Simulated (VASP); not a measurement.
# AlN (Fm-3m) in VASP: notebook, part 2 of 2

VASP 6.6.1.

**3. Single point, HSE06 (strain -1.0%)**

File POSCAR:

```
AlN
1.0
    0.0000000000      1.9986797676      1.9986797676
    1.9986797676      0.0000000000      1.9986797676
    1.9986797676      1.9986797676      0.0000000000
Al N
1 1
Direct
    0.0000000000      0.0000000000      0.0000000000
    0.5000000000      0.5000000000      0.5000000000
```

File INCAR.step1:

```
ALGO = Normal
EDIFF = 1E-5
ENCUT = 520
GGA = PE
ISIF = 2
ISMEAR = 0
LASPH = T
LREAL = F
LWAVE = T
NBANDS = 11
NELM = 100
PREC = Accurate
SIGMA = 0.01
```

File INCAR.step2:

```
ALGO = Normal
EDIFF = 1E-6
ENCUT = 520
GGA = PE
HFSCREEN = 0.2079
ISIF = 2
ISMEAR = 0
ISTART = 1
LASPH = T
LCHARG = T
LELF = T
LHFCALC = T
LREAL = F
LVHAR = T
LWAVE = F
NBANDS = 11
NELM = 100
PREC = Accurate
PRECFOCK = Normal
SIGMA = 0.01
```

File KPOINTS:

```
k-points
0
Gamma
  8 8 8
```

Potentials or basis: VASP PAW PBE potentials, release 64 (Al, N).

Started as:

```console
cat potpaw_PBE.64/Al/POTCAR potpaw_PBE.64/N/POTCAR > POTCAR
cp INCAR.step1 INCAR
mpirun -np 1 vasp_std > vasp.out
cp INCAR.step2 INCAR
mpirun -np 1 vasp_std > vasp.out
```

OUTCAR:

```text
EDIFF = 1E-6
   ENCUT = 520
   GGA = PE
   HFSCREEN = 0.2079
   ISIF = 2
   ISMEAR = 0
   ISTART = 1
   LASPH = T
   LHFCALC = T
   LREAL = F
   NELM = 100
   PREC = Accurate
   PRECFOCK = Normal

 ion  position               nearest neighbor table
   1  0.000  0.000  0.000-   2 2.00   2 2.00   2 2.00   2 2.00   2 2.00   2 2.00
   2  0.500  0.500  0.500-   1 2.00   1 2.00   1 2.00   1 2.00   1 2.00   1 2.00

  LATTYP: Found a face centered cubic cell.
 ALAT       =     3.9973595352

  Lattice vectors:

 A1 = (   0.0000000000,   1.9986797676,   1.9986797676)
 A2 = (   1.9986797676,   0.0000000000,   1.9986797676)
 A3 = (   1.9986797676,   1.9986797676,   0.0000000000)

Analysis of symmetry for initial positions (statically):
=====================================================================
 Subroutine PRICEL returns:
 Original cell was already a primitive cell.

 Routine SETGRP: Setting up the symmetry group for a
 face centered cubic supercell.

 Subroutine GETGRP returns: Found 48 space group operations
 (whereof 48 operations were pure point group operations)
 out of a pool of 48 trial point group operations.

The static configuration has the point symmetry O_h .

Analysis of symmetry for dynamics (positions and initial velocities):
=====================================================================
 Subroutine PRICEL returns:
 Original cell was already a primitive cell.

 Routine SETGRP: Setting up the symmetry group for a
 face centered cubic supercell.

 Subroutine GETGRP returns: Found 48 space group operations
 (whereof 48 operations were pure point group operations)
 out of a pool of 48 trial point group operations.

The dynamic configuration has the point symmetry O_h .

 Subroutine INISYM returns: Found 48 space group operations
 (whereof 48 operations are pure point group operations),
 and found     1 'primitive' translations

----------------------------------------------------------------------------------------
[... 129 lines left out ...]
   IVDW    =     0    specifies the selected vdW correction
   LEPSILON=     F    determine dielectric tensor
   LRPA    =     F    only Hartree local field effects (RPA)
 non-spin polarized calculation
 Gauss-broadening in eV      SIGMA  =   0.01
  energy-cutoff  :      520.00
  volume of cell :       15.97
 maximum number of plane-waves:       445
 NGX is ok and might be reduce to    24
  NGX = 16; NGY = 16; NGZ = 16

 number of electron       7.9999999 magnetization

 Free energy of the ion-electron system (eV)
  ---------------------------------------------------
  ext. energy  EPLUGINS =         0.00000000
  ---------------------------------------------------
  free energy    TOTEN  =       -17.12473850 eV

  energy without entropy =      -17.12473850  energy(sigma->0) =      -17.12473850

 E-fermi :   9.6237     XC(G=0): -10.1810

 val. band max:        9.5435791502   @ k =   0.0000   0.0000   0.0000
 cond. band min:      15.8801646980   @ k =   0.5000   0.5000   0.0000
 fundamental gap:      6.3365855478
 Fermi energy:         9.6236605246

 k-point     1 :       0.0000    0.0000    0.0000
  band No.  band energies     occupation
      1     -10.0059      2.00000
      2       9.5436      2.00000
      3       9.5436      2.00000
      4       9.5436      2.00000
      5      17.2895      0.00000
      6      23.4792      0.00000
      7      23.4792      0.00000
      8      23.4792      0.00000
      9      28.7622      0.00000
     10      29.5324      0.00000
     11      29.5324      0.00000
[... 309 lines left out ...]
 k-point    24 :      -0.3750    0.2500    0.1250
  band No.  band energies     occupation
      1      -5.8267      2.00000
      2       1.2901      2.00000
      3       5.4205      2.00000
      4       7.3271      2.00000
      5      19.7896      0.00000
      6      19.9931      0.00000
      7      24.2261      0.00000
      8      24.5070      0.00000
      9      30.0921      0.00000
     10      31.2385      0.00000
     11      34.6087      0.00000

 [... further k-points ...]

------------------------ aborting loop because EDIFF is reached ----------------------------------------

  FORCE on cell =-STRESS in cart. coord.  units (eV):
  Direction    XX          YY          ZZ          XY          YZ          ZX
  --------------------------------------------------------------------------------------
  -------------------------------------------------------------------------------------
  Total        0.7312793      0.7312793      0.7312793     -0.0000000     -0.0000000      0.0000000
  in kB       73.3726552     73.3726552     73.3726552     -0.0000000     -0.0000000      0.0000000
  external PRESSURE =      73.3726552 kB  Pullay stress =       0.0000000 kB

 VOLUME and BASIS-vectors are now :
 -----------------------------------------------------------------------------
  energy-cutoff  :      520.00
  volume of cell :       15.97
      direct lattice vectors                 reciprocal lattice vectors
     0.000000000  1.998679768  1.998679768    -0.250165138  0.250165138  0.250165138
     1.998679768  0.000000000  1.998679768     0.250165138 -0.250165138  0.250165138
     1.998679768  1.998679768  0.000000000     0.250165138  0.250165138 -0.250165138

 POSITION                                       TOTAL-FORCE (eV/Angst)
 -----------------------------------------------------------------------------------
      0.00000      0.00000      0.00000         0.000000      0.000000     -0.000000
      1.99868      1.99868      1.99868        -0.000000      0.000000      0.000000
 -----------------------------------------------------------------------------------
    total drift:                                0.000004      0.000001      0.000002

  FREE ENERGIE OF THE ION-ELECTRON SYSTEM (eV)
  ---------------------------------------------------
  free  energy   TOTEN  =       -17.1247384987 eV

  energy  without entropy=      -17.1247384987  energy(sigma->0) =      -17.12473850
```

OUTCAR.step1:

```text
EDIFF = 1E-5
   ENCUT = 520
   GGA = PE
   ISIF = 2
   ISMEAR = 0
[... 558 lines left out ...]
 -----------------------------------------------------------------------------------
      0.00000      0.00000      0.00000         0.000000      0.000000      0.000000
      1.99868      1.99868      1.99868        -0.000000     -0.000000     -0.000000
 -----------------------------------------------------------------------------------
    total drift:                               -0.000000     -0.000000      0.000000

  FREE ENERGIE OF THE ION-ELECTRON SYSTEM (eV)
  ---------------------------------------------------
  free  energy   TOTEN  =       -14.5057997299 eV

  energy  without entropy=      -14.5057997299  energy(sigma->0) =      -14.50579973
```

It took 6.2 min on 1 thread of Intel Xeon 6975P-C (Granite Rapids), shared host; peak memory 0.24 GiB.

What came out:

| Item | Value |
| --- | --- |
| Free energy | -17.1247 eV |
| Pressure | 7.3 GPa |
| Band gap on the k mesh | 6.34 eV (least direct gap 7.75 eV) |

Levels at points of the mesh, in eV from the valence-band top:
```tsv
k point	band 1	band 2	band 3	band 4	band 5	band 6	band 7	band 8	band 9
(0.00, 0.00, 0.00)	-19.55	0.00	0.00	0.00	7.75	13.94	13.94	13.94	19.22
(0.50, 0.00, 0.00)	-15.93	-9.24	-1.23	-1.23	7.78	12.89	12.89	16.08	18.43
(0.50, 0.50, 0.00)	-14.82	-8.27	-3.15	-3.15	6.34	6.57	16.70	20.06	20.06
```

Caveat: the cell differs from its parent crystal (strain -1.0%); the cell stands under pressure; the structure was generated, so it needn't be the stable form of AlN; the PAW data sets were made with another functional, which shifts forces and pressure a little.
